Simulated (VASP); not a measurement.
Here is a VASP 6.6.1 calculation.

File INCAR:

```
SYSTEM = InP
ALGO = Normal ; EDIFF = 1E-7
EDIFFG = -0.002 ; ENCUT = 450
GGA = PS ; GGA_COMPAT = .False.
IBRION = 2 ; ISIF = 2
ISMEAR = 0 ; LASPH = .True.
LCHARG = .False. ; LREAL = .False.
LWAVE = .False. ; NELM = 120
NELMIN = 4 ; NSW = 60
PREC = Accurate ; SIGMA = 0.02
```

KPOINTS

```
k-points
0
Gamma
  10 10 10
  0 0 0
```

File POSCAR:

```
InP
1.0
    0.0000000000      2.9281661650      2.9832759422
    2.9281661650      0.0000000000      2.9832759422
    2.9281661650      2.9281661650      0.0000000000
In P
1 1
Direct
    0.0000000000      0.0000000000      0.0000000000
    0.2500000000      0.2500000000      0.2500000000
```

Potentials or basis: VASP PAW PBE potentials, release 64 (In_d, P).

Run with:

```sh
$ cat potpaw_PBE.64/In_d/POTCAR potpaw_PBE.64/P/POTCAR > POTCAR
$ mpirun -np 1 vasp_std > vasp.out
```

Predict the band gap on the k mesh.

0.50 eV.

Final structure:
```cif
data_structure
_symmetry_space_group_name_H-M 'P 1'
_symmetry_Int_Tables_number 1
_cell_length_a 4.1802
_cell_length_b 4.1802
_cell_length_c 4.1411
_cell_angle_alpha 60.309
_cell_angle_beta 60.309
_cell_angle_gamma 59.381
_cell_volume 51.16
loop_
_atom_site_label
_atom_site_type_symbol
_atom_site_fract_x
_atom_site_fract_y
_atom_site_fract_z
_atom_site_occupancy
In1 In 0.00000 0.00000 0.00000 1
P1 P 0.25000 0.25000 0.25000 1
```

Caveat: the cell differs from its parent crystal (strained cell); the relaxation stopped at its first step, so nothing moved; spin-orbit coupling is left out, which moves the levels of the heavy elements.
